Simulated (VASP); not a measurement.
Input of a VASP 6.6.1 run:

Contents of INCAR:

```
ALGO     = Normal         # electronic algorithm
EDIFF    = 1E-7           # SCF threshold, eV
ENCUT    = 520            # plane-wave cutoff, eV
GGA      = PE             # functional
ISIF     = 2              # what is computed and relaxed
ISMEAR   = -1             # smearing method
LASPH    = True           # aspherical terms in the spheres
LCHARG   = False          # write CHGCAR
LREAL    = False          # projectors in reciprocal space
LWAVE    = False          # write WAVECAR
NBANDS   = 10             # bands
NELM     = 60             # most SCF steps
PREC     = Accurate       # precision mode
SIGMA    = 0.05           # smearing width, eV
```

File KPOINTS:

```
k-points
0
Gamma
  15 15 15
```

The input POSCAR:

```
Ir
1.0
    0.0000000000      1.9197000000      1.9388970000
    1.9197000000      0.0000000000      1.9388970000
    1.9197000000      1.9197000000      0.0000000000
Ir
1
Direct
    0.0000000000      0.0000000000      0.0000000000
```

Potentials or basis: VASP PAW PBE potentials, release 64 (Ir).

Launch:

```console
$ cat potpaw_PBE.64/Ir/POTCAR > POTCAR
$ mpirun -np 1 vasp_std > vasp.out
```

Problem. What does it give for the pressure?

Solution. 5.7 GPa.

Stress tensor (GPa, compression positive):
```
6.96 0.00 0.00
0.00 6.96 0.00
0.00 0.00 3.13
```

Caveat: the cell differs from its parent crystal (zz strain of +1 %).
